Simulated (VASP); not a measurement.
MgS:

```xyz
2
Lattice="0.0000 2.8309 2.8309 2.8309 0.0000 2.8309 2.8309 2.8309 0.0000" Properties=species:S:1:pos:R:3 pbc="T T T"
Mg    0.0000    0.0000    0.0000
S     1.4154    1.4154    1.4154
```

Base run:

| Item | Value |
| --- | --- |
| Program | VASP 6.6.1 |
| Functional | PBE |
| Potentials or basis | VASP PAW PBE potentials, release 64 (Mg, S) |
| Cutoff | 520 eV |
| k mesh | 6 × 6 × 6 |
| Occupations | gaussian, width 0.01 eV |
| Spin | no spin polarisation |

Its results: band gap on the k mesh 3.46 eV, direct; pressure 0.9 GPa.

Q: The run is repeated on the same cell with these changes: functional from PBE to PBE0. What comes out?

A: Band gap on the k mesh 5.21 eV, direct; pressure -0.2 GPa.

PBE0 gives the wider gap, since exact exchange removes part of the self-interaction.

Caveats: the PAW data sets were made with another functional, which shifts forces and pressure a little (some runs).

A k mesh can miss the band edges.
